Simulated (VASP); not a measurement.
# Be (P6_3/mmc) in VASP: a series of runs

Be is run at these levels: revPBE; tasks: single point.

Everything below comes from runs of VASP 6.6.1. Logs are shortened: lines on timing, memory, paths and dates and some standing lists are left out, and cuts for length are marked.

## (1) The cell of the first run

It takes space group P6_3/mmc (No. 194, hexagonal). Conventional cell: a = 2.342 Å, b = 2.342 Å, c = 3.676 Å, α = 90.00°, β = 90.00°, γ = 120.00°. Be (site symmetry -6m2) has 12 Be at 2.28 to 2.34 Å within 3.0 Å.

## (2) Single point, revPBE (volume scaled by 1.08)

INCAR reads:

```
PREC = Accurate
ENCUT = 520
EDIFF = 1E-7
ISMEAR = -1
SIGMA = 0.1
LREAL = False
LASPH = True
NELM = 60
ALGO = Normal
ISIF = 2
LWAVE = False
LCHARG = True
GGA = RE
LELF = True
LVHAR = True
NBANDS = 9
```

KPOINTS reads:

```
regular mesh
0
Gamma
  26 26 14
```

POSCAR reads:

```
Be
1.0
    2.3419815918      0.0000000000      0.0000000000
   -1.1709907959      2.0282155537      0.0000000000
    0.0000000000      0.0000000000      3.6760476891
Be
2
Direct
    0.3333333333      0.6666666667      0.2500000000
    0.6666666667      0.3333333333      0.7500000000
```

Potentials or basis: VASP PAW PBE potentials, release 64 (Be).

The run is started by

```bash
cat potpaw_PBE.64/Be/POTCAR > POTCAR
mpirun -np 1 vasp_std > vasp.out
```

OUTCAR:

```text
PREC = Accurate
   ENCUT = 520
   EDIFF = 1E-7
   ISMEAR = -1
   LREAL = False
   LASPH = True
   NELM = 60
   ISIF = 2
   GGA = RE

 ion  position               nearest neighbor table
   1  0.333  0.667  0.250-   2 2.28   2 2.28   2 2.28   2 2.28   2 2.28   2 2.28
   2  0.667  0.333  0.750-   1 2.28   1 2.28   1 2.28   1 2.28   1 2.28   1 2.28

  LATTYP: Found a hexagonal cell.
 ALAT       =     2.3419815918
 C/A-ratio  =     1.5696313336

  Lattice vectors:

 A1 = (   2.3419815918,   0.0000000000,   0.0000000000)
 A2 = (  -1.1709907959,   2.0282155537,   0.0000000000)
 A3 = (   0.0000000000,   0.0000000000,   3.6760476891)

Analysis of symmetry for initial positions (statically):
=====================================================================
 Subroutine PRICEL returns:
 Original cell was already a primitive cell.

 Routine SETGRP: Setting up the symmetry group for a
 hexagonal supercell.

 Subroutine GETGRP returns: Found 24 space group operations
 (whereof 12 operations were pure point group operations)
 out of a pool of 24 trial point group operations.

The static configuration has the point symmetry D_3d.
 The point group associated with its full space group is D_6h.

Analysis of symmetry for dynamics (positions and initial velocities):
=====================================================================
 Subroutine PRICEL returns:
 Original cell was already a primitive cell.

 Routine SETGRP: Setting up the symmetry group for a
 hexagonal supercell.

 Subroutine GETGRP returns: Found 24 space group operations
 (whereof 12 operations were pure point group operations)
 out of a pool of 24 trial point group operations.

The dynamic configuration has the point symmetry D_3d.
 The point group associated with its full space group is D_6h.

 Subroutine INISYM returns: Found 24 space group operations
 (whereof 12 operations are pure point group operations),
 and found     1 'primitive' translations

----------------------------------------------------------------------------------------

                                     Primitive cell

  volume of cell :      17.4614

  direct lattice vectors                    reciprocal lattice vectors
     2.341981592  0.000000000  0.000000000     0.426988839  0.246522121  0.000000000
    -1.170990796  2.028215554  0.000000000     0.000000000  0.493044242  0.000000000
     0.000000000  0.000000000  3.676047689     0.000000000  0.000000000  0.272031291

  length of vectors
[... 81 lines left out ...]
   NELM   =     60;   NELMIN=  2; NELMDL= -5     # of ELM steps
   EDIFF  = 0.1E-06   stopping-criterion for ELM
   LREAL  =      F    real-space projection
   EDIFFG = 0.1E-05   stopping-criterion for IOM
   NSW    =      0    number of steps for IOM
   IBRION =     -1    ionic relax: 0-MD 1-quasi-New 2-CG
   NFREE  =      0    steps in history (QN), initial steepest desc. (CG)
   ISIF   =      2    stress and relaxation
   ISYM   =      2    0-nonsym 1-usesym 2-fastsym
   POTIM  = 0.5000    time-step for ionic-motion
   TEBEG  =    0.0;   TEEND  =   0.0 temperature during run
   PSTRESS=    0.0 pullay stress
   NELECT =       4.0000    total number of electrons
   NUPDOWN=      -1.0000    fix difference up-down
   EMIN   =  10.00;   EMAX   =-10.00  energy-range for DOS
   EFERMI =   0.00;   METHOD = LEGACY
   ISMEAR =    -1;   SIGMA  =   0.10  broadening in eV -4-tet -1-fermi 0-gaus
   EFERMI_NEDOS =   21; number of points for ismear=-14 and -15
   IALGO  =     38    algorithm
   IMIX   =      4    mixing-type and parameters
     AMIX     =   0.40;   BMIX     =  1.00
     AMIX_MAG =   1.60;   BMIX_MAG =  1.00
  volume/ion in A,a.u.               =       8.73        58.92
  Fermi-wavevector in a.u.,A,eV,Ry     =   1.001694  1.892928 13.651973  1.003392
  Thomas-Fermi vector in A             =   2.134133
   LORBIT       =      0    0 simple, 1 ext, 2 COOP (PROOUT), +10 PAW based schemes
   GGA     = RE    functional components
   LHFCALC =     F    Hartree Fock is set to
   AEXX    =    0.0000 exact exchange contribution
   IVDW    =     0    specifies the selected vdW correction
   LEPSILON=     F    determine dielectric tensor
   LRPA    =     F    only Hartree local field effects (RPA)
 non-spin polarized calculation
  energy-cutoff  :      520.00
  volume of cell :       17.46
 maximum number of plane-waves:       494
 NGX is ok and might be reduce to    18
   NGX =  9   NGY =  9   NGZ = 13

 number of electron       4.0000000 magnetization

 Free energy of the ion-electron system (eV)
  ---------------------------------------------------
  ext. energy  EPLUGINS =         0.00000000
  ---------------------------------------------------
  free energy    TOTEN  =        -7.08377474 eV

  energy without entropy =       -7.08035124  energy(sigma->0) =       -7.08206299

 E-fermi :   6.4139     XC(G=0): -10.2851

 val. band max:        6.3965047498   @ k =   0.3462   0.0000   0.0000
 cond. band min:       6.4505180659   @ k =   0.2692   0.1923   0.0714
 fundamental gap:      0.0540133161
 Fermi energy:         6.4139065299

 k-point     1 :       0.0000    0.0000    0.0000
  band No.  band energies     occupation
      1      -4.5330      2.00000
      2       2.2523      2.00000
      3       7.1340      0.00149
      4      21.1830      0.00000
      5      21.1830      0.00000
      6      23.8598      0.00000
      7      23.8598      0.00000
      8      25.8719      0.00000
      9      31.7190      0.00000
[... 265 lines left out ...]
 k-point    24 :       0.3846    0.0385    0.0000
  band No.  band energies     occupation
      1      -0.0180      2.00000
      2       5.2482      1.99998
      3       7.8590      0.00000
      4      11.8893      0.00000
      5      14.8949      0.00000
      6      14.9902      0.00000
      7      17.3763      0.00000
      8      22.2851      0.00000
      9      24.5244      0.00000

 [... further k-points ...]
[... 5 lines left out ...]
  --------------------------------------------------------------------------------------
  -------------------------------------------------------------------------------------
  Total       -0.8701814     -0.8701814     -0.8859345      0.0000000     -0.0000000      0.0000000
  in kB      -79.8438872    -79.8438872    -81.2893177      0.0000000     -0.0000000      0.0000000
  external PRESSURE =     -80.3256974 kB  Pullay stress =       0.0000000 kB

 VOLUME and BASIS-vectors are now :
 -----------------------------------------------------------------------------
  energy-cutoff  :      520.00
  volume of cell :       17.46
      direct lattice vectors                 reciprocal lattice vectors
     2.341981592  0.000000000  0.000000000     0.426988839  0.246522121  0.000000000
    -1.170990796  2.028215554  0.000000000     0.000000000  0.493044242  0.000000000
     0.000000000  0.000000000  3.676047689     0.000000000  0.000000000  0.272031291

 POSITION                                       TOTAL-FORCE (eV/Angst)
 -----------------------------------------------------------------------------------
     -0.00000      1.35214      0.91901         0.000000     -0.000000      0.000000
      1.17099      0.67607      2.75704        -0.000000      0.000000      0.000000
 -----------------------------------------------------------------------------------
    total drift:                                0.000000     -0.000000      0.000000

  FREE ENERGIE OF THE ION-ELECTRON SYSTEM (eV)
  ---------------------------------------------------
  free  energy   TOTEN  =        -7.0837747386 eV

  energy  without entropy=       -7.0803512386  energy(sigma->0) =       -7.08206299
```

OSZICAR:

```text
N       E                     dE             d eps       ncg     rms          rms(c)
DAV:   1    -0.270829716560E+01   -0.27083E+01   -0.17307E+03 10176   0.361E+02
DAV:   2    -0.706478142665E+01   -0.43565E+01   -0.42139E+01 15399   0.508E+01
DAV:   3    -0.711843433075E+01   -0.53653E-01   -0.53120E-01 11550   0.373E+00
DAV:   4    -0.711853142415E+01   -0.97093E-04   -0.97086E-04 12516   0.161E-01
DAV:   5    -0.711853148106E+01   -0.56907E-07   -0.56025E-07 11210   0.374E-03    0.113E+00
DAV:   6    -0.709408576070E+01    0.24446E-01   -0.27158E-03 10776   0.542E-01    0.689E-01
DAV:   7    -0.708378245652E+01    0.10303E-01   -0.29818E-03 10783   0.536E-01    0.173E-02
DAV:   8    -0.708377276819E+01    0.96883E-05   -0.94419E-06 10999   0.259E-02    0.684E-03
DAV:   9    -0.708377524164E+01   -0.24735E-05   -0.12004E-06 11251   0.924E-03    0.658E-04
DAV:  10    -0.708377492780E+01    0.31384E-06   -0.48310E-09  9100   0.587E-04    0.195E-04
DAV:  11    -0.708377474456E+01    0.18324E-06   -0.16481E-09  5641   0.322E-04    0.875E-06
DAV:  12    -0.708377473858E+01    0.59825E-08   -0.81810E-11  5495   0.908E-05
   1 F= -.70837747E+01 E0= -.70820630E+01  d E =-.342350E-02
```

Wall time 49 s (1 thread of Intel Xeon 6975P-C, shared host); peak memory 0.18 GiB.

What came out:

| Quantity | Value |
| --- | --- |
| Free energy | -7.0838 eV |
| Pressure | -8.0 GPa |
| Band gap on the k mesh | zero (band 2 reaches 7.39 eV, above the bottom of band 3 at 5.76 eV) |

Caveat: the cell differs from its parent crystal (volume scaled by 1.08); the PAW data sets were made with another functional, which shifts forces and pressure a little.

## (3) Single point, revPBE (volume scaled by 1.12)

INCAR reads:

```
SYSTEM = Be
ALGO     = Normal         ! electronic algorithm
EDIFF    = 1E-6           ! SCF threshold, eV
ENCUT    = 520            ! plane-wave cutoff, eV
GGA      = RE             ! functional
ISIF     = 2              ! what is computed and relaxed
ISMEAR   = -1             ! smearing method
LASPH    = .TRUE.         ! aspherical terms in the spheres
LCHARG   = .FALSE.        ! write CHGCAR
LREAL    = .FALSE.        ! projectors in reciprocal space
LWAVE    = .FALSE.        ! write WAVECAR
NBANDS   = 9              ! bands
NELM     = 100            ! most SCF steps
PREC     = Accurate       ! precision mode
SIGMA    = 0.1            ! smearing width, eV
```

KPOINTS reads:

```
k-points
0
G
  26 26 14
  0 0 0
```

POSCAR reads:

```
Be
1.0
    2.3705451580      0.0000000000      0.0000000000
   -1.1852725790      2.0529523276      0.0000000000
    0.0000000000      0.0000000000      3.7208819576
Be
2
Direct
    0.3333333333      0.6666666667      0.2500000000
    0.6666666667      0.3333333333      0.7500000000
```

Potentials or basis: VASP PAW PBE potentials, release 64 (Be).

The run is started by

```bash
cat potpaw_PBE.64/Be/POTCAR > POTCAR
mpirun -np 1 vasp_std > vasp.out
```

OUTCAR:

```text
SYSTEM = Be
   EDIFF = 1E-6
   ENCUT = 520
   GGA = RE
   ISIF = 2
   ISMEAR = -1
   LASPH = .TRUE.
   LREAL = .FALSE.
   NELM = 100
   PREC = Accurate

 ion  position               nearest neighbor table
   1  0.333  0.667  0.250-   2 2.31   2 2.31   2 2.31   2 2.31   2 2.31   2 2.31
   2  0.667  0.333  0.750-   1 2.31   1 2.31   1 2.31   1 2.31   1 2.31   1 2.31

  LATTYP: Found a hexagonal cell.
 ALAT       =     2.3705451580
 C/A-ratio  =     1.5696313336

  Lattice vectors:

 A1 = (   2.3705451580,   0.0000000000,   0.0000000000)
 A2 = (  -1.1852725790,   2.0529523276,   0.0000000000)
 A3 = (   0.0000000000,   0.0000000000,   3.7208819576)

Analysis of symmetry for initial positions (statically):
=====================================================================
 Subroutine PRICEL returns:
 Original cell was already a primitive cell.

 Routine SETGRP: Setting up the symmetry group for a
 hexagonal supercell.

 Subroutine GETGRP returns: Found 24 space group operations
 (whereof 12 operations were pure point group operations)
 out of a pool of 24 trial point group operations.

The static configuration has the point symmetry D_3d.
[... 169 lines left out ...]

 k-point     1 :       0.0000    0.0000    0.0000
  band No.  band energies     occupation
      1      -4.6117      2.00000
      2       2.0958      2.00000
      3       6.7514      0.00472
      4      20.4862      0.00000
      5      20.4862      0.00000
      6      23.0947      0.00000
      7      23.0947      0.00000
      8      25.0248      0.00000
      9      30.8876      0.00000
[... 265 lines left out ...]
 k-point    24 :       0.3846    0.0385    0.0000
  band No.  band energies     occupation
      1      -0.1636      2.00000
      2       4.9966      1.99998
      3       7.5588      0.00000
      4      11.3944      0.00000
      5      14.3926      0.00000
      6      14.5163      0.00000
      7      16.7615      0.00000
      8      21.5494      0.00000
      9      23.6867      0.00000

 [... further k-points ...]

------------------------ aborting loop because EDIFF is reached ----------------------------------------

  FORCE on cell =-STRESS in cart. coord.  units (eV):
  Direction    XX          YY          ZZ          XY          YZ          ZX
  --------------------------------------------------------------------------------------
  -------------------------------------------------------------------------------------
  Total       -1.2353739     -1.2353739     -1.3085532      0.0000000     -0.0000000      0.0000000
  in kB     -109.3039913   -109.3039913   -115.7787846      0.0000000     -0.0000000      0.0000000
  external PRESSURE =    -111.4622557 kB  Pullay stress =       0.0000000 kB

 VOLUME and BASIS-vectors are now :
 -----------------------------------------------------------------------------
  energy-cutoff  :      520.00
  volume of cell :       18.11
      direct lattice vectors                 reciprocal lattice vectors
     2.370545158  0.000000000  0.000000000     0.421843894  0.243551686  0.000000000
    -1.185272579  2.052952328  0.000000000     0.000000000  0.487103371  0.000000000
     0.000000000  0.000000000  3.720881958     0.000000000  0.000000000  0.268753487

 POSITION                                       TOTAL-FORCE (eV/Angst)
 -----------------------------------------------------------------------------------
     -0.00000      1.36863      0.93022         0.000000      0.000000      0.000000
      1.18527      0.68432      2.79066        -0.000000      0.000000      0.000000
 -----------------------------------------------------------------------------------
    total drift:                                0.000000     -0.000000      0.000000

  FREE ENERGIE OF THE ION-ELECTRON SYSTEM (eV)
  ---------------------------------------------------
  free  energy   TOTEN  =        -7.0448837259 eV

  energy  without entropy=       -7.0413121251  energy(sigma->0) =       -7.04309793
```

Run time: 40 s. Hardware: 1 thread of Intel Xeon 6975P-C, shared host; peak memory 0.19 GiB.

What came out:

- Free energy: -7.0449 eV
- Pressure: -11.1 GPa
- Band gap on the k mesh: zero (band 2 reaches 7.10 eV, above the bottom of band 3 at 5.50 eV)

Stress tensor (GPa, compression positive):
```
-10.93   0.00   0.00
  0.00 -10.93   0.00
  0.00   0.00 -11.58
```

Levels at points of the mesh, in eV from the Fermi level:
```tsv
k point	band 1	band 2	band 3	band 4	band 5
(0.00, 0.00, 0.00)	-10.76	-4.05	0.60	14.34	14.34
(0.50, 0.00, 0.00)	-4.65	-3.14	3.25	5.85	5.92
(0.00, 0.00, 0.50)	-8.69	-8.69	9.65	9.65	15.84
(0.50, 0.00, 0.50)	-3.34	-3.34	1.03	1.03	10.80
```

Caveat: the cell differs from its parent crystal (volume scaled by 1.12); the PAW data sets were made with another functional, which shifts forces and pressure a little.

## (4) Single point, revPBE, non-collinear spin, zero start, spin-orbit coupling

This run uses another cell than the first one, of 8.08 Å³/atom, 0.926 times its volume.

INCAR reads:

```
PREC = Accurate
ENCUT = 520
EDIFF = 1E-6
ISMEAR = -1
SIGMA = 0.1
LREAL = False
LASPH = True
NELM = 150
ALGO = Normal
ISIF = 2
LWAVE = False
LCHARG = True
MAGMOM = 0 0 0 0 0 0
LORBIT = 11
LSORBIT = True
GGA_COMPAT = False
LORBMOM = True
GGA = RE
LVHAR = True
NBANDS = 16
```

KPOINTS reads:

```
regular mesh
0
Gamma
  16 16 9
```

POSCAR reads:

```
Be
1.0
    2.2826652390      0.0000000000      0.0000000000
   -1.1413326195      1.9768460853      0.0000000000
    0.0000000000      0.0000000000      3.5829428831
Be
2
Direct
    0.3333333333      0.6666666667      0.2500000000
    0.6666666667      0.3333333333      0.7500000000
```

The run is started by

```bash
cat potpaw_PBE.64/Be/POTCAR > POTCAR
mpirun -np 1 vasp_ncl > vasp.out
```

It took 52 s on 1 thread of Intel Xeon 6975P-C, shared host; peak memory 0.19 GiB.

Results (log left out):

| Property | Result |
| --- | --- |
| Free energy | -7.1205 eV |
| Pressure | 0.0 GPa |
| Net moment | 0.00 μB per cell |
| Valence electrons inside the program's atomic spheres | Be 1.15 |

Moments on the atoms (μB; x, y, z):
```
Be  0.00 0.00 0.00
Be  0.00 0.00 0.00
```

Caveat: the PAW data sets were made with another functional, which shifts forces and pressure a little.

## (5) The runs side by side

```csv
spin,cell,k mesh,gap on the mesh (eV),pressure (GPa)
off,"a = 2.342, b = 2.342, c = 3.676 Å, angles 90.0, 90.0, 120.0°, 2 atoms",26 × 26 × 14,none,-8.0
off,"a = 2.371, b = 2.371, c = 3.721 Å, angles 90.0, 90.0, 120.0°, 2 atoms",26 × 26 × 14,none,-11.1
"non-collinear, zero start, SOC","a = 2.283, b = 2.283, c = 3.583 Å, angles 90.0, 90.0, 120.0°, 2 atoms",16 × 16 × 9,-,0.0
```

Alike in all rows: task single point; level revPBE; potentials or basis VASP PAW PBE potentials, release 64 (Be); cutoff (eV) 520; smearing fermi-dirac 0.1 eV.

Caveats: the PAW data sets were made with another functional, which shifts forces and pressure a little.

Total energies depend on the potentials used, so only differences within one code and one set of settings carry meaning.
